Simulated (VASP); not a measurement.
Write the native input for VASP 6.6.1 that does the following.

| Quantity | Value |
| --- | --- |
| Task | single point |
| Functional | LDA |
| Potentials or basis | VASP PAW LDA potentials, release 64 (B, As) |
| Cutoff | 520 eV |
| k mesh | 15 × 15 × 15 |
| Occupations | fermi-dirac, width 0.05 eV |
| Spin | no spin polarisation |
| Dipole correction | no |
| Further INCAR settings | ALGO = Normal; EDIFF = 1e-06; NBANDS = 11 |

The structure of BAs (zincblende type) lies in POSCAR:

```
BAs
1.0
    0.0000000000      2.1208532966      2.1208532966
    2.1208532966      0.0000000000      2.1208532966
    2.1208532966      2.1208532966      0.0000000000
B As
1 1
Direct
    0.0000000000      0.0000000000      0.0000000000
    0.2500000000      0.2500000000      0.2500000000
```

This cell differs from its parent crystal: volume scaled by 0.72.

The input as run:

INCAR

```
SYSTEM = BAs
PREC = Accurate
ENCUT = 520
EDIFF = 1E-6
ISMEAR = -1
SIGMA = 0.05
LREAL = .False.
LASPH = .True.
NELM = 100
ALGO = Normal
ISIF = 2
LWAVE = .False.
LCHARG = .True.
GGA = CA
LELF = .True.
LVHAR = .True.
NBANDS = 11
```

KPOINTS

```
Automatic mesh
0
Gamma
  15 15 15
  0 0 0
```

Potentials or basis: VASP PAW LDA potentials, release 64 (B, As).

The run is started by

```sh
$ cat potpaw_LDA.64/B/POTCAR potpaw_LDA.64/As/POTCAR > POTCAR
$ mpirun -np 1 vasp_std > vasp.out
```

It gave:

* Pressure: 96.3 GPa
* Band gap on the k mesh: 0.79 eV, indirect (least direct gap 3.86 eV)

It took 8.1 s on 1 thread of Intel(R) Xeon(R) 6975P-C (Granite Rapids), with other jobs on the host, peak memory 0.14 GiB.
